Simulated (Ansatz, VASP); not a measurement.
# One calculation of Ta4C3, two programs

```
Ta C
1.0
     4.22650    0.00000    0.00000
     0.00000    4.22650    0.00000
     0.00000    0.00000    4.40260
Ta C
4 3
Direct
  0.00000 0.50000 0.50000
  0.50000 0.00000 0.50000
  0.50000 0.50000 0.00000
  0.00000 0.00000 0.00000
  0.50000 0.00000 0.00000
  0.00000 0.50000 0.00000
  0.00000 0.00000 0.50000
```

Change from the starting cell: strain -0.040 along x and y, +0.000 along z, atoms carried along.

Alike in both runs: task single point; functional PBEsol; k mesh 10 × 10 × 10; occupations gaussian, width 0.15 eV; no spin polarisation.

|  | VASP | Ansatz |
| --- | --- | --- |
| version | VASP 6.6.1 | Ansatz 0.2.0 |
| potentials or method | VASP PAW PBE potentials, release 64 (Ta_pv, C), cutoff 520 eV | scalar-relativistic, plane waves, PAW |
| valence electrons in the cell | 56 | 64 |

```csv
,VASP,Ansatz,Ansatz less VASP
gap on the k mesh at the Fermi level (eV),none,none,-
pressure (GPa),32.3,31.2,-1.06
"traceless stress, the component that is largest in VASP (GPa)",-17.18,-17.03,+0.153
```

VASP's potentials were made for PBE, not for PBEsol. A gap of «none» marks a metal or a gap that the smearing closes. Both programs put the cell under a high pressure, so it lies far from rest at this level. VASP's potentials hold 56 valence electrons a cell and Ansatz's 64, so a difference there can come from the potentials and not from the codes.

Spin-orbit coupling is off throughout.
